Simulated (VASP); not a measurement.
Input of a VASP 6.6.1 run:

File POSCAR:

```
C
1.0
    1.2159619696     -2.1479622876      0.0091232276
    1.2232502972      2.1521701653     -0.0413730204
   -0.0941886657     -0.0851463517      7.1476530721
C
4
Direct
    0.1034933285      0.9456230676      0.7488005552
    0.5908149738      0.4138432831      0.2394105085
    0.9242568809      0.0859987362      0.2421136921
    0.4285181549      0.5893271320      0.7486182121
```

Contents of INCAR.step1:

```
PREC = Accurate
ENCUT = 520
ISMEAR = 0
SIGMA = 0.1
LREAL = F
LASPH = T
NELM = 80
NBANDS = 16
GGA = PE
ALGO = Normal
EDIFF = 1E-4
LWAVE = T
LCHARG = F
```

File INCAR.step2:

```
PREC = Accurate
ENCUT = 520
EDIFF = 1E-6
ISMEAR = 0
SIGMA = 0.1
LREAL = F
LASPH = T
NELM = 80
ALGO = Normal
ISIF = 2
LWAVE = F
LCHARG = T
METAGGA = R2SCAN
LMIXTAU = T
LELF = T
LVHAR = T
NBANDS = 16
ISTART = 1
```

KPOINTS

```
Automatic mesh
0
Gamma
  10 10 4
```

Potentials or basis: VASP PAW PBE potentials, release 64 (C).

Command:

```console
$ cat potpaw_PBE.64/C/POTCAR > POTCAR
$ cp INCAR.step1 INCAR
$ mpirun -np 1 vasp_std > vasp.out
$ cp INCAR.step2 INCAR
$ mpirun -np 1 vasp_std > vasp.out
```

Question: Estimate the pressure.

Answer: -0.3 GPa.

Question: Predict the largest force.

Answer: 3.000 eV/Å.

Forces on the atoms (eV/Å):
```
C   -2.281 -1.948  0.019
C    0.409  0.413  0.335
C   -0.405 -0.414 -0.313
C    2.277  1.950 -0.041
```

Caveat: the PAW data sets were made with another functional, which shifts forces and pressure a little.
